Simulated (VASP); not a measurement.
Input of a VASP 6.6.1 run:

INCAR

```
SYSTEM = HfB
  PREC = Accurate
  ENCUT = 500
  EDIFF = 1E-6
  ISMEAR = 0
  SIGMA = 0.1
  LREAL = .FALSE.
  LASPH = .TRUE.
  NELM = 120
  ALGO = Normal
  ISIF = 2
  LWAVE = .FALSE.
  LCHARG = .FALSE.
  GGA = PS
  NBANDS = 14
  GGA_COMPAT = .FALSE.
```

KPOINTS

```
regular mesh
0
G
  16 16 16
  0 0 0
```

File POSCAR:

```
HfB
1.0
    0.0000000000      2.3809529788      2.3809529788
    2.3809529788      0.0000000000      2.3809529788
    2.3809529788      2.3809529788      0.0000000000
Hf B
1 1
Direct
    0.5000000000      0.5000000000      0.5000000000
    0.0000000000      0.0000000000      0.0000000000
```

Potentials or basis: VASP PAW PBE potentials, release 64 (Hf_pv, B).

The run is started by

```sh
$ cat potpaw_PBE.64/Hf_pv/POTCAR potpaw_PBE.64/B/POTCAR > POTCAR
$ mpirun -np 1 vasp_std > vasp.out
```

**Question.** Estimate the pressure.

**Answer.** 3.4 GPa.

**Question.** Predict the band gap on the k mesh.

**Answer.** Zero (an odd number of electrons rules out a gap without spin polarisation).

Caveat: the cell stands under pressure; the PAW data sets were made with another functional, which shifts forces and pressure a little; spin-orbit coupling is left out, which moves the levels of the heavy elements.
